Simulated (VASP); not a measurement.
Here is a VASP 6.6.1 calculation.

INCAR

```
SYSTEM = LiF
ALGO     = Normal         ! electronic algorithm
EDIFF    = 1E-6           ! SCF threshold, eV
ENCUT    = 520            ! plane-wave cutoff, eV
GGA      = PE             ! functional
ISIF     = 2              ! what is computed and relaxed
ISMEAR   = 0              ! smearing method
LASPH    = .True.         ! aspherical terms in the spheres
LCHARG   = .False.        ! write CHGCAR
LREAL    = .False.        ! projectors in reciprocal space
LWAVE    = .False.        ! write WAVECAR
NBANDS   = 18             ! bands
NELM     = 80             ! most SCF steps
PREC     = Accurate       ! precision mode
SIGMA    = 0.02           ! smearing width, eV
```

Contents of KPOINTS:

```
k-points
0
Gamma
  9 9 6
  0 0 0
```

POSCAR

```
LiF
1.0
    3.1259140087      0.0000000000      0.0000000000
   -1.5629570043      2.7071209416      0.0000000000
    0.0000000000      0.0000000000      4.9018781194
Li F
2 2
Direct
    0.3333333333      0.6666666667      0.3810713234
    0.6666666667      0.3333333333      0.8810713234
    0.3333333333      0.6666666667      0.9939266766
    0.6666666667      0.3333333333      0.4939266766
```

Potentials or basis: VASP PAW PBE potentials, release 64 (Li_sv, F).

Run with:

```bash
$ cat potpaw_PBE.64/Li_sv/POTCAR potpaw_PBE.64/F/POTCAR > POTCAR
$ mpirun -np 1 vasp_std > vasp.out
```

Task: Predict the band gap on the k mesh.

Result: 7.59 eV, direct.

Forces on the atoms (eV/Å):
```
Li   0.000  0.000 -0.003
Li   0.000  0.000 -0.003
F    0.000  0.000  0.003
F    0.000  0.000  0.003
```

 As with any semilocal functional, this PBE gap is likely too small.
